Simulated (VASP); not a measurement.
# Si8BMo4 (a cell with a defect) in VASP: single point with PBE

Aim: the single point of Si8BMo4 (a cell with a defect) with PBE.

Program: VASP 6.6.1. These are calculated values, not measurements. Logs are shortened: lines on timing, memory, paths and dates and some standing lists are left out, and cuts for length are marked.

### 1 The cell of the first run

The cell holds a defect, 13 atoms: a = 4.549 Å, b = 4.549 Å, c = 7.873 Å, α = 90.00°, β = 90.00°, γ = 90.00°.

### 2 Single point, PBE

Contents of INCAR:

```
SYSTEM = Si8BMo4
  PREC = Accurate
  ENCUT = 520
  EDIFF = 1E-6
  ISMEAR = 1
  SIGMA = 0.1
  LREAL = .False.
  LASPH = .True.
  NELM = 100
  ALGO = Normal
  ISIF = 2
  LWAVE = .False.
  LCHARG = .False.
  GGA = PE
  NBANDS = 58
```

Contents of KPOINTS:

```
regular mesh
0
Gamma
  4 4 3
  0 0 0
```

Contents of POSCAR:

```
Si8BMo4
1.0
    3.2169367600      3.2169367600      0.0000000000
   -3.2169367600      3.2169367600      0.0000000000
    0.0000000000      0.0000000000      7.8733419900
Si Mo B
8 4 1
Direct
    0.0032036688     -0.0015163494      0.6703318625
    0.0317065605      0.5314736122      0.1552752315
    0.4701230123     -0.0300450420      0.1552752315
    0.4987589498      0.5029259574      0.6703815237
    0.0318072774     -0.0302079299      0.3441828138
    0.0032336663      0.5030398857      0.8291014169
    0.4986504615     -0.0015225665      0.8290962095
    0.4700863314      0.5315413785      0.3441891643
    0.0019361587     -0.0002991977     -0.0020427158
    0.0019485929      0.5016093322      0.5014979668
    0.4999736147     -0.0002998194      0.5014979668
    0.4998898393      0.5017658476     -0.0020236642
    0.7509583434      0.2506718534      0.2499483704
```

Potentials or basis: VASP PAW PBE potentials, release 64 (Si, Mo_sv, B).

Launch:

```
$ cat potpaw_PBE.64/Si/POTCAR potpaw_PBE.64/Mo_sv/POTCAR potpaw_PBE.64/B/POTCAR > POTCAR
$ mpirun -np 1 vasp_std > vasp.out
```

OUTCAR:

```text
SYSTEM = Si8BMo4
   PREC = Accurate
   ENCUT = 520
   EDIFF = 1E-6
   ISMEAR = 1
   LREAL = .False.
   LASPH = .True.
   NELM = 100
   ISIF = 2
   GGA = PE

 ion  position               nearest neighbor table
   1  0.003  0.998  0.670-   5 2.57   7 2.58   6 2.58   9 2.58   7 2.61   6 2.61  11 2.62  10 2.62
                            10 2.65  11 2.65
   2  0.032  0.531  0.155-  13 1.95  12 2.47   9 2.47   5 2.49   8 2.49   6 2.57   9 2.72  12 2.72
                            10 2.73   3 2.82   8 2.96   5 2.96
   3  0.470  0.970  0.155-  13 1.95  12 2.47   9 2.47   5 2.49   8 2.49   7 2.57  12 2.72   9 2.72
                            11 2.73   2 2.82   8 2.96   5 2.96
   4  0.499  0.503  0.670-   8 2.57   6 2.58   7 2.58  12 2.58   7 2.61   6 2.61  11 2.62  10 2.62
                            10 2.65  11 2.65
   5  0.032  0.970  0.344-  13 1.95  11 2.47  10 2.47   3 2.49   2 2.49   1 2.57  10 2.72  11 2.72
                             9 2.73   8 2.82   2 2.96   3 2.96
   6  0.003  0.503  0.829-   2 2.57   1 2.58   4 2.58  10 2.58   4 2.61   1 2.61   9 2.62  12 2.62
                             9 2.65  12 2.65
   7  0.499  0.998  0.829-   3 2.57   1 2.58   4 2.58  11 2.58   4 2.61   1 2.61   9 2.62  12 2.62
                             9 2.65  12 2.65
   8  0.470  0.532  0.344-  13 1.95  10 2.47  11 2.47   2 2.49   3 2.49   4 2.57  11 2.72  10 2.72
                            12 2.73   5 2.82   3 2.96   2 2.96
   9  0.002  1.000  0.998-   3 2.47   2 2.47  13 2.56   1 2.58   6 2.62   7 2.62   7 2.65   6 2.65
                             2 2.72   3 2.72   5 2.73  12 3.20  12 3.22  12 3.22  12 3.23
  10  0.002  0.502  0.501-   8 2.47   5 2.47  13 2.56   6 2.58   4 2.62   1 2.62   1 2.65   4 2.65
                             5 2.72   8 2.72   2 2.73  11 3.20  11 3.22  11 3.22  11 3.23
  11  0.500  1.000  0.501-   8 2.47   5 2.47  13 2.56   7 2.58   1 2.62   4 2.62   1 2.65   4 2.65
                             5 2.72   8 2.72   3 2.73  10 3.20  10 3.22  10 3.22  10 3.23
  12  0.500  0.502  0.998-   2 2.47   3 2.47  13 2.56   4 2.58   6 2.62   7 2.62   7 2.65   6 2.65
                             3 2.72   2 2.72   8 2.73   9 3.20   9 3.22   9 3.22   9 3.23
  13  0.751  0.251  0.250-   5 1.95   8 1.95   2 1.95   3 1.95  10 2.56  11 2.56   9 2.56  12 2.56

  LATTYP: Found a simple tetragonal cell.
 ALAT       =     4.5494355953
 C/A-ratio  =     1.7306195076

  Lattice vectors:

 A1 = (   3.2169367600,   3.2169367600,   0.0000000000)
 A2 = (  -3.2169367600,   3.2169367600,   0.0000000000)
 A3 = (   0.0000000000,   0.0000000000,   7.8733419900)

Analysis of symmetry for initial positions (statically):
=====================================================================
 Subroutine PRICEL returns:
 Original cell was already a primitive cell.

 Routine SETGRP: Setting up the symmetry group for a
 simple tetragonal supercell.

 Subroutine GETGRP returns: Found  1 space group operations
 (whereof  1 operations were pure point group operations)
 out of a pool of 16 trial point group operations.

The static configuration has the point symmetry C_1 .

Analysis of symmetry for dynamics (positions and initial velocities):
=====================================================================
 Subroutine PRICEL returns:
 Original cell was already a primitive cell.

 Routine SETGRP: Setting up the symmetry group for a
 simple tetragonal supercell.

 Subroutine GETGRP returns: Found  1 space group operations
 (whereof  1 operations were pure point group operations)
 out of a pool of 16 trial point group operations.

The dynamic configuration has the point symmetry C_1 .

 Subroutine INISYM returns: Found  1 space group operations
 (whereof  1 operations are pure point group operations),
 and found     1 'primitive' translations

----------------------------------------------------------------------------------------

                                     Primitive cell

  volume of cell :     162.9574

  direct lattice vectors                    reciprocal lattice vectors
     3.216936760  3.216936760  0.000000000     0.155427364  0.155427364  0.000000000
    -3.216936760  3.216936760  0.000000000    -0.155427364  0.155427364  0.000000000
     0.000000000  0.000000000  7.873341990     0.000000000  0.000000000  0.127010868

  length of vectors
     4.549435595  4.549435595  7.873341990     0.219807486  0.219807486  0.127010868

  position of ions in fractional coordinates (direct lattice)
     0.003203669  0.998483651  0.670331862
     0.031706560  0.531473612  0.155275231
     0.470123012  0.969954958  0.155275231
     0.498758950  0.502925957  0.670381524
     0.031807277  0.969792070  0.344182814
[... 45 lines left out ...]

 Subroutine IBZKPT returns following result:
 ===========================================

 Found     26 irreducible k-points:

 Following reciprocal coordinates:
            Coordinates               Weight
  0.000000  0.000000  0.000000      1.000000
  0.250000  0.000000  0.000000      2.000000
  0.000000  0.250000  0.000000      2.000000
  0.500000  0.000000  0.000000      1.000000
  0.000000  0.500000  0.000000      1.000000
  0.250000  0.250000  0.000000      2.000000
[... 16 lines left out ...]
 -0.250000  0.500000  0.333333      2.000000
  0.500000 -0.250000  0.333333      2.000000
 [... further k-points ...]
   k-points           NKPTS =     26   k-points in BZ     NKDIM =     26   number of bands    NBANDS=     58
   number of dos      NEDOS =    301   number of ions     NIONS =     13
   total plane-waves  NPLWV =  77760
   dimension x,y,z NGX =    36 NGY =   36 NGZ =   60
   dimension x,y,z NGXF=    72 NGYF=   72 NGZF=  120
   ions per type =               8   4   1
   NGX,Y,Z   is equivalent  to a cutoff of  13.16, 13.16, 12.67 a.u.
   NGXF,Y,Z  is equivalent  to a cutoff of  26.31, 26.31, 25.34 a.u.
 SYSTEM =  Si8BMo4
   PREC   = accura    normal or accurate (medium, high low for compatibility)
   ISTART =      0    job   : 0-new  1-cont  2-samecut
   ICHARG =      2    charge: 1-file 2-atom 10-const
   ISPIN  =      1    spin polarized calculation?
   LNONCOLLINEAR =      F non collinear calculations
   LSORBIT =      F    spin-orbit coupling
   LASPH  =      T    aspherical Exc in radial PAW
   ENCUT  =  520.0 eV  38.22 Ry    6.18 a.u.   8.46  8.46 14.64*2*pi/ulx,y,z
   NELM   =    100;   NELMIN=  2; NELMDL= -5     # of ELM steps
   EDIFF  = 0.1E-05   stopping-criterion for ELM
   LREAL  =      F    real-space projection
   EDIFFG = 0.1E-04   stopping-criterion for IOM
   NSW    =      0    number of steps for IOM
   IBRION =     -1    ionic relax: 0-MD 1-quasi-New 2-CG
   NFREE  =      0    steps in history (QN), initial steepest desc. (CG)
   ISIF   =      2    stress and relaxation
   ISYM   =      2    0-nonsym 1-usesym 2-fastsym
   POTIM  = 0.5000    time-step for ionic-motion
   TEBEG  =    0.0;   TEEND  =   0.0 temperature during run
   PSTRESS=    0.0 pullay stress
   NELECT =      91.0000    total number of electrons
   NUPDOWN=      -1.0000    fix difference up-down
   EMIN   =  10.00;   EMAX   =-10.00  energy-range for DOS
   EFERMI =   0.00;   METHOD = LEGACY
   ISMEAR =     1;   SIGMA  =   0.10  broadening in eV -4-tet -1-fermi 0-gaus
   EFERMI_NEDOS =   21; number of points for ismear=-14 and -15
   IALGO  =     38    algorithm
   IMIX   =      4    mixing-type and parameters
     AMIX     =   0.40;   BMIX     =  1.00
     AMIX_MAG =   1.60;   BMIX_MAG =  1.00
  volume/ion in A,a.u.               =      12.54        84.59
  Fermi-wavevector in a.u.,A,eV,Ry     =   1.348126  2.547589 24.727833  1.817444
  Thomas-Fermi vector in A             =   2.475821
   LORBIT       =      0    0 simple, 1 ext, 2 COOP (PROOUT), +10 PAW based schemes
   GGA     = PE    functional components
   LHFCALC =     F    Hartree Fock is set to
   AEXX    =    0.0000 exact exchange contribution
   IVDW    =     0    specifies the selected vdW correction
   LEPSILON=     F    determine dielectric tensor
   LRPA    =     F    only Hartree local field effects (RPA)
 non-spin polarized calculation
 Methfessel and Paxton  Order N= 1 SIGMA  =   0.10
  energy-cutoff  :      520.00
  volume of cell :      162.96
 maximum number of plane-waves:      4399
 NGX is ok and might be reduce to    36
   NGX = 17   NGY = 17   NGZ = 29

 number of electron      91.0000010 magnetization

 Free energy of the ion-electron system (eV)
  ---------------------------------------------------
  ext. energy  EPLUGINS =         0.00000000
  ---------------------------------------------------
  free energy    TOTEN  =       -96.68849809 eV

  energy without entropy =      -96.68770092  energy(sigma->0) =      -96.68823237

 E-fermi :  13.1289     XC(G=0): -12.5385

 val. band max:       13.0768889058   @ k =   0.0000   0.2500   0.0000
 cond. band min:      13.1552097083   @ k =   0.0000   0.5000   0.3333
 fundamental gap:      0.0783208025
 Fermi energy:        13.1288647585

 k-point     1 :       0.0000    0.0000    0.0000
  band No.  band energies     occupation
      1     -48.2159      2.00000
      2     -48.2153      2.00000
      3     -48.1817      2.00000
      4     -48.1816      2.00000
      5     -22.5491      2.00000
      6     -22.5453      2.00000
[... 1429 lines left out ...]
     56      15.9112      0.00000
     57      16.2579      0.00000

 [... further k-points ...]

 [bands above 57 left out]

------------------------ aborting loop because EDIFF is reached ----------------------------------------

  FORCE on cell =-STRESS in cart. coord.  units (eV):
  Direction    XX          YY          ZZ          XY          YZ          ZX
  --------------------------------------------------------------------------------------
  -------------------------------------------------------------------------------------
  Total       12.6284153     12.6021029     10.0800641      0.0010347     -0.0002851     -0.0005207
  in kB      124.1610226    123.9023215     99.1059478      0.0101730     -0.0028034     -0.0051190
  external PRESSURE =     115.7230973 kB  Pullay stress =       0.0000000 kB

 VOLUME and BASIS-vectors are now :
 -----------------------------------------------------------------------------
  energy-cutoff  :      520.00
  volume of cell :      162.96
      direct lattice vectors                 reciprocal lattice vectors
     3.216936760  3.216936760  0.000000000     0.155427364  0.155427364  0.000000000
    -3.216936760  3.216936760  0.000000000    -0.155427364  0.155427364  0.000000000
     0.000000000  0.000000000  7.873341990     0.000000000  0.000000000  0.127010868

 POSITION                                       TOTAL-FORCE (eV/Angst)
 -----------------------------------------------------------------------------------
     -3.20175      3.22236      5.27775         0.007980     -0.001345      0.011510
     -1.60772      1.81172      1.22254        -0.000536     -0.009349     -0.005336
     -1.60793      4.63264      1.22254         0.000998      0.010044     -0.004836
     -0.01340      3.22236      5.27814        -0.009501     -0.000450      0.007239
     -3.01744      3.22208      2.70987        -0.007381      0.000034      0.005823
     -1.60785      1.62865      6.52780         0.000889      0.002966     -0.008367
     -1.60791      4.81617      6.52776         0.001414     -0.005315     -0.007735
     -0.19770      3.22217      2.70992         0.007527      0.000746      0.004967
     -3.20975      3.22220      7.85726         0.002585      0.000607      0.009143
     -1.60738      1.61991      3.94846        -0.002686      0.010611     -0.005074
     -1.60759      4.82436      3.94846        -0.000254     -0.008466     -0.005577
     -0.00604      3.22226      7.85741         0.000388      0.000168      0.006917
      1.60939      3.22218      1.96793        -0.001422     -0.000251     -0.008673
 -----------------------------------------------------------------------------------
    total drift:                               -0.000069     -0.000253     -0.000035

  FREE ENERGIE OF THE ION-ELECTRON SYSTEM (eV)
  ---------------------------------------------------
  free  energy   TOTEN  =       -96.6884980890 eV

  energy  without entropy=      -96.6877009205  energy(sigma->0) =      -96.68823237
```

Wall time 3.6 min (1 thread of Intel Xeon Platinum 8488C (Sapphire Rapids), shared host); peak memory 0.37 GiB.

What came out:

| Property | Result |
| --- | --- |
| Free energy | -96.6885 eV |
| Pressure | 11.6 GPa |
| Largest force | 0.014 eV/Å |
| Band gap on the k mesh | zero (an odd number of electrons rules out a gap without spin polarisation) |

Forces in eV/Å, atoms in the order of the input:
```
Si   0.008 -0.001  0.012
Si  -0.001 -0.009 -0.005
Si   0.001  0.010 -0.005
Si  -0.010  0.000  0.007
Si  -0.007  0.000  0.006
Si   0.001  0.003 -0.008
Si   0.001 -0.005 -0.008
Si   0.008  0.001  0.005
Mo   0.003  0.001  0.009
Mo  -0.003  0.011 -0.005
Mo   0.000 -0.008 -0.006
Mo   0.000  0.000  0.007
B   -0.001  0.000 -0.009
```

Stress tensor (GPa, compression positive):
```
12.42  0.00  0.00
 0.00 12.39  0.00
 0.00  0.00  9.91
```

Caveat: an odd number of electrons without spin polarisation forces a metal; a magnetic or distorted state may lie lower.

The gap in the log of VASP goes by the Fermi energy; the results here count the filled bands.